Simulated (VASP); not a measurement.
Here is a VASP 6.6.1 calculation.

File POSCAR:

```
SrVO3
1.0
    3.8403766576      0.0000000000      0.0000000000
    0.0000000000      3.8403766576      0.0000000000
    0.0000000000      0.0000000000      3.8403766576
Sr V O
1 1 3
Direct
    0.5000000000      0.5000000000      0.5000000000
    0.0000000000      0.0000000000      0.0000000000
    0.5000000000      0.0000000000      0.0000000000
    0.0000000000      0.5000000000      0.0000000000
    0.0000000000      0.0000000000      0.5000000000
```

File INCAR.step1:

```
PREC = Accurate
ENCUT = 520
ISMEAR = 0
SIGMA = 0.05
LREAL = False
LASPH = True
NELM = 150
ISPIN = 2
MAGMOM = 0 1 0 0 0
LMAXMIX = 4
NBANDS = 32
GGA = PE
ALGO = Normal
EDIFF = 1E-4
LWAVE = True
LCHARG = False
```

INCAR.step2

```
PREC = Accurate
ENCUT = 520
EDIFF = 1E-6
ISMEAR = 0
SIGMA = 0.05
LREAL = False
LASPH = True
NELM = 150
ALGO = Normal
ISIF = 2
LWAVE = False
LCHARG = True
ISPIN = 2
MAGMOM = 0 1 0 0 0
LORBIT = 11
LMAXMIX = 4
METAGGA = R2SCAN
LMIXTAU = True
LELF = True
LVHAR = True
NBANDS = 32
ISTART = 1
```

Contents of KPOINTS:

```
Automatic mesh
0
Gamma
  8 8 8
```

Potentials or basis: VASP PAW PBE potentials, release 64 (Sr_sv, V_sv, O).

Run with:

```console
$ cat potpaw_PBE.64/Sr_sv/POTCAR potpaw_PBE.64/V_sv/POTCAR potpaw_PBE.64/O/POTCAR > POTCAR
$ cp INCAR.step1 INCAR
$ mpirun -np 1 vasp_std > vasp.out
$ cp INCAR.step2 INCAR
$ mpirun -np 1 vasp_std > vasp.out
```

**Question.** Predict the site moments.

**Answer.** Sr -0.00; V +0.15; O -0.00 μB.

**Question.** Estimate the net moment.

**Answer.** 0.16 μB per cell.

**Question.** Estimate the pressure.

**Answer.** -1.0 GPa.

Caveat: the PAW data sets were made with another functional, which shifts forces and pressure a little.
